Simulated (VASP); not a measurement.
Ge: electric field gradients with PBE

Ge:

```
Ge
1.0
     0.00000    2.82877    2.82877
     2.82877    0.00000    2.82877
     2.82877    2.82877    0.00000
Ge
2
Direct
  0.50530 0.50530 0.49470
  0.75000 0.75000 0.75000
```

This cell differs from its parent crystal: atom 1 (Ge) moved by [0.0, 0.0, 0.03] A.

| Quantity | Value |
| --- | --- |
| Program | VASP 6.6.1 |
| Task | electric field gradients |
| Functional | PBE |
| Potentials or basis | VASP PAW PBE potentials, release 64 (Ge_d) |
| Cutoff | 520 eV |
| k mesh | 10 × 10 × 10 |
| Occupations | fermi-dirac, width 0.05 eV |
| Spin | no spin polarisation |
| Dipole correction | no |
| Further INCAR settings | ALGO = Normal; EDIFF = 1e-08; NBANDS = 21 |

```
Pressure               : 3.6 GPa
Largest force          : 0.342 eV/Å
Band gap on the k mesh : 0.10 eV, indirect (the least direct gap lies 1.4 meV higher)
```

Forces in eV/Å, atoms in the order of the input:
```
Ge   0.000  0.000 -0.342
Ge   0.000  0.000  0.342
```

Stress tensor (GPa, compression positive):
```
3.64 0.98 0.00
0.98 3.64 0.00
0.00 0.00 3.62
```

Levels at points of the mesh, in eV from the valence-band top:
```tsv
k point	band 11	band 12	band 13	band 14	band 15	band 16	band 17	band 18
(0.00, 0.00, 0.00)	-12.81	-0.18	-0.03	0.00	0.10	2.41	2.52	2.63
(0.50, 0.00, 0.00)	-10.76	-7.55	-1.53	-1.37	0.10	3.59	3.80	7.07
(0.00, 0.00, 0.50)	-10.68	-7.72	-1.50	-1.36	0.19	3.63	3.84	7.12
(0.50, 0.50, 0.00)	-9.03	-8.82	-3.15	-3.07	0.63	0.80	9.42	9.55
(0.00, 0.50, 0.50)	-8.92	-8.92	-3.11	-3.11	0.72	0.72	9.48	9.48
```

Electric field gradients, principal values (V/Å²):
| atom | least | middle | greatest (by size) |
| --- | --- | --- | --- |
| 1 Ge | 0.000 | -5.416 | 5.416 |
| 2 Ge | 0.000 | -5.416 | 5.416 |

It took 3.1 min on 1 thread of Intel(R) Xeon(R) Platinum 8175M CPU @ 2.50GHz (Skylake/Cascade Lake) (shared host), peak memory 0.26 GiB.

Caveat: the cell differs from its parent crystal (atom 1 (Ge) moved by [0.0, 0.0, 0.03] A); without QUAD_EFG the Cq values of the log hold for a quadrupole moment of 1 mb, not for the nuclei. A k mesh can miss the band edges.
